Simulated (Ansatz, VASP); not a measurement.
**N: VASP beside Ansatz**

Contents of POSCAR:

```
N
1.0
    5.8151017200      0.0000000000      0.0000000000
    0.0000000000      5.8151017200      0.0000000000
    0.0000000000      0.0000000000      5.8151017200
N
8
Direct
    0.0639014400      0.0639014400      0.0639014400
    0.4360985600      0.9360985600      0.5639014400
    0.5639014400      0.4360985600      0.9360985600
    0.9360985600      0.5639014400      0.4360985600
    0.9541388600      0.9541388600      0.9541388600
    0.5458611400      0.0458611400      0.4541388600
    0.4541388600      0.5458611400      0.0458611400
    0.0458611400      0.4541388600      0.5458611400
```

INCAR.step1

```
  PREC = Accurate
  ENCUT = 910
  ISMEAR = 0
  SIGMA = 0.1
  LREAL = F
  LASPH = T
  NELM = 120
  NBANDS = 30
  GGA = PE
  ALGO = Normal
  EDIFF = 1E-5
  LWAVE = T
  LCHARG = F
  GGA_COMPAT = F
```

Contents of INCAR.step2:

```
  PREC = Accurate
  ENCUT = 910
  EDIFF = 1E-6
  ISMEAR = 0
  SIGMA = 0.1
  LREAL = F
  LASPH = T
  NELM = 120
  ALGO = Normal
  ISIF = 2
  LWAVE = F
  LCHARG = F
  METAGGA = R2SCAN
  LMIXTAU = T
  NBANDS = 30
  ISTART = 1
  GGA_COMPAT = F
```

KPOINTS

```
regular mesh
0
Gamma
  4 4 4
```

Input for Ansatz:

```yaml
crystal:
  lattice:
    - [5.81510172, 0.0, 0.0]
    - [0.0, 5.81510172, 0.0]
    - [0.0, 0.0, 5.81510172]
  atoms:
    - { symbol: "N", position: [0.06390144, 0.06390144, 0.06390144] }
    - { symbol: "N", position: [0.43609856, 0.93609856, 0.56390144] }
    - { symbol: "N", position: [0.56390144, 0.43609856, 0.93609856] }
    - { symbol: "N", position: [0.93609856, 0.56390144, 0.43609856] }
    - { symbol: "N", position: [0.95413886, 0.95413886, 0.95413886] }
    - { symbol: "N", position: [0.54586114, 0.04586114, 0.45413886] }
    - { symbol: "N", position: [0.45413886, 0.54586114, 0.04586114] }
    - { symbol: "N", position: [0.04586114, 0.45413886, 0.54586114] }
basis:
  ecutwfc: 500
kpoints:
  mp_grid: { grid: [4, 4, 4] }
hamiltonian:
  xc: r2scan
scf:
  occupations: { method: gaussian, width: 0.1 }
  lower_state_search: "off"
output:
  forces: true
  stress: true
  eigenvalues: true
```

Alike in both runs: task single point; functional r2SCAN; k mesh 4 × 4 × 4; occupations gaussian, width 0.1 eV; no spin polarisation.

|  | VASP | Ansatz |
| --- | --- | --- |
| version | VASP 6.6.1 | Ansatz 0.2.0 |
| potentials or method | VASP PAW PBE potentials, release 64 (N_h), cutoff 910 eV | scalar-relativistic, plane waves, PAW |
| valence electrons in the cell | 40 | 40 |

```csv
,VASP,Ansatz,Ansatz less VASP
gap on the k mesh at the Fermi level (eV),8.18,8.16,-0.023
least direct gap on the mesh (eV),8.20,8.18,-0.023
rms of the force components (eV/Å),1.046,1.040,-0.0065
```

VASP's potentials were made for PBE, not for r2SCAN. Atom by atom the forces differ by 0.006 eV/Å (rms over components). The functional is the same, so the differences come from potentials, cutoffs and numerics.

Noted on VASP's run: the cutoff is short for stress, so the pressure is rough.
